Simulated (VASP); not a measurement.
Write the native input for VASP 6.6.1 that does the following.

```
Task                   : single point
Functional             : PBE
Potentials or basis    : VASP PAW PBE potentials, release 64 (Bi_d)
Cutoff                 : 520 eV
k mesh                 : 12 × 12 × 12
Occupations            : gaussian, width 0.15 eV
Spin                   : no spin polarisation
Dipole correction      : no
Further INCAR settings : ALGO = Fast; EDIFF = 1e-06; NBANDS = 22
```

The structure of Bi lies in POSCAR:

```
Bi
1.0
    2.4485146788      1.4136506089      3.4074539057
   -2.4485146788      1.4136506089      3.4074539057
    0.0000000000     -2.8273012178      3.4074539058
Bi
2
Direct
    0.2338900000      0.2338900000      0.2338900000
    0.7661100000      0.7661100000      0.7661100000
```

This cell differs from its parent crystal: ratio of the length along z to the lengths across it x 0.8, volume and fractional coordinates fixed.

These files were run (other wordings do the same):

INCAR

```
SYSTEM = Bi
PREC = Accurate ; ENCUT = 520
EDIFF = 1E-6 ; ISMEAR = 0
SIGMA = 0.15 ; LREAL = .False.
LASPH = .True. ; NELM = 60
ALGO = Fast ; ISIF = 2
LWAVE = .False. ; LCHARG = .True.
GGA = PE ; LELF = .True.
LVHAR = .True. ; NBANDS = 22
```

KPOINTS

```
regular mesh
0
Gamma
  12 12 12
  0 0 0
```

Potentials or basis: VASP PAW PBE potentials, release 64 (Bi_d).

The run is started by

```bash
$ cat potpaw_PBE.64/Bi_d/POTCAR > POTCAR
$ mpirun -np 1 vasp_std > vasp.out
```

Results of the run:

```
Pressure               : 0.2 GPa
Largest force          : 0.355 eV/Å
Band gap on the k mesh : zero (band 15 reaches 6.35 eV, above the bottom of band 16 at 5.59 eV)
```

Caveat: spin-orbit coupling is left out, which moves the levels of the heavy elements.

Wall time 3.5 min on 1 thread of Intel(R) Xeon(R) Platinum 8559C (Emerald Rapids), with other jobs on the host, peak memory 0.36 GiB.
